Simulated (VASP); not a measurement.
# Ti (P6/mmm) in VASP: further runs

Ti is run at these levels: LDA; tasks: single point.

All numbers are computed with VASP 6.6.1; they aren't measurements. Logs are shortened: lines on timing, memory, paths and dates and some standing lists are left out, and cuts for length are marked.

### 1 The cell of the first run

Symmetry: P6/mmm, No. 191, hexagonal system. The conventional cell has a = 4.506 Å, b = 4.506 Å, c = 2.762 Å, α = 90.00°, β = 90.00°, γ = 120.00°. Ti (site symmetry 6/mmm) has 14 Ti at 2.76 to 2.95 Å within 3.6 Å. Within 3.4 Å of Ti (site symmetry -6m2) lie 11 Ti at 2.60 to 2.95 Å.

This isn't the form of Ti at room conditions, which is hcp.

### 2 Single point, LDA

The input, INCAR:

```
SYSTEM = Ti
PREC = Accurate
ENCUT = 520
EDIFF = 1E-7
ISMEAR = -1
SIGMA = 0.15
LREAL = .FALSE.
LASPH = .TRUE.
NELM = 100
ALGO = Normal
ISIF = 2
LWAVE = .FALSE.
LCHARG = .FALSE.
GGA = CA
NBANDS = 25
```

The input, KPOINTS:

```
Automatic mesh
0
G
  7 7 10
  0 0 0
```

The input, POSCAR:

```
Ti
1.0
    4.5060961001      0.0000000000      0.0000000000
   -2.2530480500      3.9023938343      0.0000000000
    0.0000000000      0.0000000000      2.7624328266
Ti
3
Direct
    0.0000000000      0.0000000000      0.0000000000
    0.3333333333      0.6666666667      0.5000000000
    0.6666666667      0.3333333333      0.5000000000
```

Potentials or basis: VASP PAW LDA potentials, release 64 (Ti_sv).

Started as:

```bash
> cat potpaw_LDA.64/Ti_sv/POTCAR > POTCAR
> mpirun -np 1 vasp_std > vasp.out
```

OUTCAR:

```text
SYSTEM = Ti
   PREC = Accurate
   ENCUT = 520
   EDIFF = 1E-7
   ISMEAR = -1
   LREAL = .FALSE.
   LASPH = .TRUE.
   NELM = 100
   ISIF = 2
   GGA = CA

 ion  position               nearest neighbor table
   1  0.000  0.000  0.000-
   2  0.333  0.667  0.500-   3 2.60   3 2.60   3 2.60
   3  0.667  0.333  0.500-   2 2.60   2 2.60   2 2.60

  LATTYP: Found a hexagonal cell.
 ALAT       =     4.5060961001
 C/A-ratio  =     0.6130434783

  Lattice vectors:

 A1 = (   4.5060961001,   0.0000000000,   0.0000000000)
 A2 = (  -2.2530480500,   3.9023938343,   0.0000000000)
 A3 = (   0.0000000000,   0.0000000000,   2.7624328266)

Analysis of symmetry for initial positions (statically):
=====================================================================
 Subroutine PRICEL returns:
 Original cell was already a primitive cell.

 Routine SETGRP: Setting up the symmetry group for a
 hexagonal supercell.

 Subroutine GETGRP returns: Found 24 space group operations
 (whereof 24 operations were pure point group operations)
 out of a pool of 24 trial point group operations.

The static configuration has the point symmetry D_6h.

Analysis of symmetry for dynamics (positions and initial velocities):
=====================================================================
 Subroutine PRICEL returns:
 Original cell was already a primitive cell.

 Routine SETGRP: Setting up the symmetry group for a
 hexagonal supercell.

 Subroutine GETGRP returns: Found 24 space group operations
 (whereof 24 operations were pure point group operations)
 out of a pool of 24 trial point group operations.

The dynamic configuration has the point symmetry D_6h.

 Subroutine INISYM returns: Found 24 space group operations
 (whereof 24 operations are pure point group operations),
 and found     1 'primitive' translations

----------------------------------------------------------------------------------------

                                     Primitive cell

  volume of cell :      48.5762

  direct lattice vectors                    reciprocal lattice vectors
     4.506096100  0.000000000  0.000000000     0.221921588  0.128126484  0.000000000
    -2.253048050  3.902393834  0.000000000     0.000000000  0.256252967  0.000000000
     0.000000000  0.000000000  2.762432827     0.000000000  0.000000000  0.361999753

  length of vectors
     4.506096100  4.506096221  2.762432827     0.256252974  0.256252967  0.361999753

  position of ions in fractional coordinates (direct lattice)
     0.000000000  0.000000000  0.000000000
     0.333333333  0.666666667  0.500000000
     0.666666667  0.333333333  0.500000000

  ion indices of the primitive-cell ions
   primitive index   ion index
                 1           1
                 2           2
                 3           3

----------------------------------------------------------------------------------------

 KPOINTS: Automatic mesh

Automatic generation of k-mesh.
 Grid dimensions read from file:
 generate k-points for:    7    7   10

 Generating k-lattice:

  Cartesian coordinates                     Fractional coordinates (reciprocal lattice)
     0.031703084  0.018303783  0.000000000     0.142857143  0.000000000  0.000000000
     0.000000000  0.036607567  0.000000000     0.000000000  0.142857143  0.000000000
     0.000000000  0.000000000  0.036199975     0.000000000  0.000000000  0.100000000

  Length of vectors
     0.036607568  0.036607567  0.036199975

  Shift w.r.t. Gamma in fractional coordinates (k-lattice)
     0.000000000  0.000000000  0.000000000

 Subroutine IBZKPT returns following result:
 ===========================================

 Found     48 irreducible k-points:

 Following reciprocal coordinates:
            Coordinates               Weight
  0.000000  0.000000  0.000000      1.000000
  0.142857 -0.000000  0.000000      6.000000
  0.285714 -0.000000  0.000000      6.000000
  0.428571 -0.000000  0.000000      6.000000
  0.142857  0.142857  0.000000      6.000000
  0.285714  0.142857  0.000000     12.000000
[... 16 lines left out ...]
  0.428571  0.142857  0.200000     12.000000
  0.285714  0.285714  0.200000     12.000000
 [... further k-points ...]
   k-points           NKPTS =     48   k-points in BZ     NKDIM =     48   number of bands    NBANDS=     25
   number of dos      NEDOS =    301   number of ions     NIONS =      3
   total plane-waves  NPLWV =  31104
   dimension x,y,z NGX =    36 NGY =   36 NGZ =   24
   dimension x,y,z NGXF=    72 NGYF=   72 NGZF=   48
   ions per type =               3
   NGX,Y,Z   is equivalent  to a cutoff of  13.28, 13.28, 14.44 a.u.
   NGXF,Y,Z  is equivalent  to a cutoff of  26.56, 26.56, 28.89 a.u.
 SYSTEM =  Ti
   PREC   = accura    normal or accurate (medium, high low for compatibility)
   ISTART =      0    job   : 0-new  1-cont  2-samecut
   ICHARG =      2    charge: 1-file 2-atom 10-const
   ISPIN  =      1    spin polarized calculation?
   LNONCOLLINEAR =      F non collinear calculations
   LSORBIT =      F    spin-orbit coupling
   LASPH  =      T    aspherical Exc in radial PAW
   ENCUT  =  520.0 eV  38.22 Ry    6.18 a.u.   8.38  8.38  5.14*2*pi/ulx,y,z
   NELM   =    100;   NELMIN=  2; NELMDL= -5     # of ELM steps
   EDIFF  = 0.1E-06   stopping-criterion for ELM
   LREAL  =      F    real-space projection
   EDIFFG = 0.1E-05   stopping-criterion for IOM
   NSW    =      0    number of steps for IOM
   IBRION =     -1    ionic relax: 0-MD 1-quasi-New 2-CG
   NFREE  =      0    steps in history (QN), initial steepest desc. (CG)
   ISIF   =      2    stress and relaxation
   ISYM   =      2    0-nonsym 1-usesym 2-fastsym
   POTIM  = 0.5000    time-step for ionic-motion
   TEBEG  =    0.0;   TEEND  =   0.0 temperature during run
   PSTRESS=    0.0 pullay stress
   NELECT =      36.0000    total number of electrons
   NUPDOWN=      -1.0000    fix difference up-down
   EMIN   =  10.00;   EMAX   =-10.00  energy-range for DOS
   EFERMI =   0.00;   METHOD = LEGACY
   ISMEAR =    -1;   SIGMA  =   0.15  broadening in eV -4-tet -1-fermi 0-gaus
   EFERMI_NEDOS =   21; number of points for ismear=-14 and -15
   IALGO  =     38    algorithm
   IMIX   =      4    mixing-type and parameters
     AMIX     =   0.40;   BMIX     =  1.00
     AMIX_MAG =   1.60;   BMIX_MAG =  1.00
  volume/ion in A,a.u.               =      16.19       109.27
  Fermi-wavevector in a.u.,A,eV,Ry     =   1.481499  2.799626 29.862585  2.194838
  Thomas-Fermi vector in A             =   2.595401
   LORBIT       =      0    0 simple, 1 ext, 2 COOP (PROOUT), +10 PAW based schemes
   GGA     = CA    functional components
   LHFCALC =     F    Hartree Fock is set to
   AEXX    =    0.0000 exact exchange contribution
   IVDW    =     0    specifies the selected vdW correction
   LEPSILON=     F    determine dielectric tensor
   LRPA    =     F    only Hartree local field effects (RPA)
 non-spin polarized calculation
  energy-cutoff  :      520.00
  volume of cell :       48.58
 maximum number of plane-waves:      1342
 NGX is ok and might be reduce to    36
   NGX = 17   NGY = 17   NGZ = 11

 number of electron      36.0000015 magnetization

 Free energy of the ion-electron system (eV)
  ---------------------------------------------------
  ext. energy  EPLUGINS =         0.00000000
  ---------------------------------------------------
  free energy    TOTEN  =       -25.82527592 eV

  energy without entropy =      -25.56869663  energy(sigma->0) =      -25.69698628

 E-fermi :   8.6947     XC(G=0): -12.1226

 val. band max:        8.6818291841   @ k =   0.2857   0.2857   0.0000
 cond. band min:       8.7105895888   @ k =   0.2857   0.1429   0.1000
 fundamental gap:      0.0287604047
 Fermi energy:         8.6946505449

 k-point     1 :       0.0000    0.0000    0.0000
  band No.  band energies     occupation
      1     -47.2981      2.00000
      2     -47.0824      2.00000
      3     -46.8939      2.00000
      4     -24.0142      2.00000
      5     -24.0142      2.00000
      6     -23.9937      2.00000
[... 17 lines left out ...]
     24      10.7129      0.00000
     25      10.7693      0.00000

 k-point     2 :       0.1429   -0.0000    0.0000
  band No.  band energies     occupation
      1     -47.2920      2.00000
      2     -47.0791      2.00000
      3     -46.9038      2.00000
      4     -24.1208      2.00000
      5     -24.0931      2.00000
      6     -23.8831      2.00000
[... 17 lines left out ...]
     24      10.4163      0.00002
     25      11.1921      0.00000

 k-point     3 :       0.2857   -0.0000    0.0000
  band No.  band energies     occupation
      1     -47.2785      2.00000
      2     -47.0671      2.00000
      3     -46.9304      2.00000
      4     -24.2119      2.00000
      5     -24.0922      2.00000
      6     -23.7823      2.00000
[... 17 lines left out ...]
     24      10.7310      0.00000
     25      11.6696      0.00000

 k-point     4 :       0.4286   -0.0000    0.0000
  band No.  band energies     occupation
      1     -47.2681      2.00000
      2     -47.0481      2.00000
      3     -46.9606      2.00000
      4     -24.2618      2.00000
      5     -24.0073      2.00000
      6     -23.8113      2.00000
[... 17 lines left out ...]
     24      11.1593      0.00000
     25      11.3657      0.00000

 k-point     5 :       0.1429    0.1429    0.0000
  band No.  band energies     occupation
      1     -47.2823      2.00000
      2     -47.0711      2.00000
      3     -46.9223      2.00000
      4     -24.1587      2.00000
      5     -24.1380      2.00000
      6     -23.8184      2.00000
[... 17 lines left out ...]
     24      10.5760      0.00001
     25      11.5981      0.00000

 k-point     6 :       0.2857    0.1429    0.0000
  band No.  band energies     occupation
      1     -47.2707      2.00000
      2     -47.0526      2.00000
      3     -46.9533      2.00000
      4     -24.2073      2.00000
      5     -24.0919      2.00000
      6     -23.8272      2.00000
[... 17 lines left out ...]
     24      11.0869      0.00000
     25      11.3517      0.00000
[... 393 lines left out ...]
 k-point    21 :       0.1429    0.1429    0.2000
  band No.  band energies     occupation
      1     -47.2504      2.00000
      2     -47.0497      2.00000
      3     -46.8968      2.00000
      4     -24.1121      2.00000
      5     -24.0737      2.00000
      6     -23.8409      2.00000
[... 17 lines left out ...]
     24      10.5591      0.00001
     25      11.7036      0.00000

 k-point    22 :       0.2857    0.1429    0.2000
  band No.  band energies     occupation
      1     -47.2425      2.00000
      2     -47.0277      2.00000
      3     -46.9275      2.00000
      4     -24.1511      2.00000
      5     -24.0525      2.00000
      6     -23.8735      2.00000
[... 17 lines left out ...]
     24      11.0091      0.00000
     25      11.3345      0.00000

 k-point    23 :       0.4286    0.1429    0.2000
  band No.  band energies     occupation
      1     -47.2393      2.00000
      2     -47.0095      2.00000
      3     -46.9493      2.00000
      4     -24.1672      2.00000
      5     -23.9862      2.00000
      6     -23.9507      2.00000
[... 17 lines left out ...]
     24      11.1851      0.00000
     25      11.5198      0.00000

 k-point    24 :       0.2857    0.2857    0.2000
  band No.  band energies     occupation
      1     -47.2388      2.00000
      2     -46.9998      2.00000
      3     -46.9595      2.00000
      4     -24.1160      2.00000
      5     -24.0412      2.00000
      6     -23.9684      2.00000
[... 17 lines left out ...]
     24      11.4089      0.00000
     25      11.4705      0.00000

 [... further k-points ...]
[... 5 lines left out ...]
  --------------------------------------------------------------------------------------
  -------------------------------------------------------------------------------------
  Total       -0.8953898     -0.8953898     -0.3375728     -0.0000000      0.0000000     -0.0000000
  in kB      -29.5324472    -29.5324494    -11.1340906     -0.0000000      0.0000000     -0.0000000
  external PRESSURE =     -23.3996624 kB  Pullay stress =       0.0000000 kB

 VOLUME and BASIS-vectors are now :
 -----------------------------------------------------------------------------
  energy-cutoff  :      520.00
  volume of cell :       48.58
      direct lattice vectors                 reciprocal lattice vectors
     4.506096100  0.000000000  0.000000000     0.221921588  0.128126484  0.000000000
    -2.253048050  3.902393834  0.000000000     0.000000000  0.256252967  0.000000000
     0.000000000  0.000000000  2.762432827     0.000000000  0.000000000  0.361999753

 POSITION                                       TOTAL-FORCE (eV/Angst)
 -----------------------------------------------------------------------------------
      0.00000      0.00000      0.00000        -0.000000      0.000000     -0.000000
     -0.00000      2.60160      1.38122         0.000000      0.000000      0.000000
      2.25305      1.30080      1.38122        -0.000000     -0.000000     -0.000000
 -----------------------------------------------------------------------------------
    total drift:                                0.000000      0.000000     -0.000000

  FREE ENERGIE OF THE ION-ELECTRON SYSTEM (eV)
  ---------------------------------------------------
  free  energy   TOTEN  =       -25.8252759236 eV

  energy  without entropy=      -25.5686966309  energy(sigma->0) =      -25.69698628
```

Run time: 1.9 min. Hardware: 1 thread of AMD EPYC 7R43 (Zen 3), shared host; peak memory 0.14 GiB.

What came out:

```yaml
Free_energy: -25.8253 eV
Pressure: -2.3 GPa
Band_gap_on_the_k_mesh: zero (bands 18 and 19 overlap by 0.24 eV)
```

### 3 Single point, LDA

This run uses another cell than the first one, of 16.54 Å³/atom.

The input, INCAR:

```
SYSTEM = Ti
  PREC = Accurate
  ENCUT = 520
  EDIFF = 1E-6
  ISMEAR = -1
  SIGMA = 0.15
  LREAL = .False.
  LASPH = .True.
  NELM = 100
  ALGO = Normal
  ISIF = 2
  LWAVE = .False.
  LCHARG = .False.
  NBANDS = 25
```

The input, KPOINTS:

```
regular mesh
0
Gamma
  7 7 10
  0 0 0
```

The input, POSCAR:

```
Ti
1.0
    4.5378302168      0.0000000000      0.0000000000
   -2.2689151084      3.9298763864      0.0000000000
    0.0000000000      0.0000000000      2.7818872198
Ti
3
Direct
    0.0000000000      0.0000000000      0.0000000000
    0.3333333333      0.6666666667      0.5000000000
    0.6666666667      0.3333333333      0.5000000000
```

Potentials or basis: VASP PAW LDA potentials, release 64 (Ti_sv).

Started as:

```bash
> cat potpaw_LDA.64/Ti_sv/POTCAR > POTCAR
> mpirun -np 1 vasp_std > vasp.out
```

Run time: 2 min. Hardware: 1 thread of AMD EPYC 7R43 (Zen 3), shared host; peak memory 0.14 GiB.

It converged, with:

* Free energy: -25.8028 eV
* Pressure: -4.7 GPa
* Band gap on the k mesh: zero (bands 18 and 19 overlap by 0.23 eV)

Stress tensor (GPa, compression positive):
```
-5.26  0.00  0.00
 0.00 -5.26  0.00
 0.00  0.00 -3.62
```

Levels at points of the mesh, in eV from the Fermi level:
```csv
k point,band 15,band 16,band 17,band 18,band 19,band 20,band 21,band 22
"(0.00, 0.00, 0.00)",-0.65,-0.65,-0.56,-0.56,-0.06,0.66,1.34,1.34
"(0.00, 0.00, 0.50)",-2.09,-1.64,-1.64,-1.55,1.07,1.07,1.33,1.33
```

Caveat: the cell stands under tension.

(Continued in part 2 of 2.)
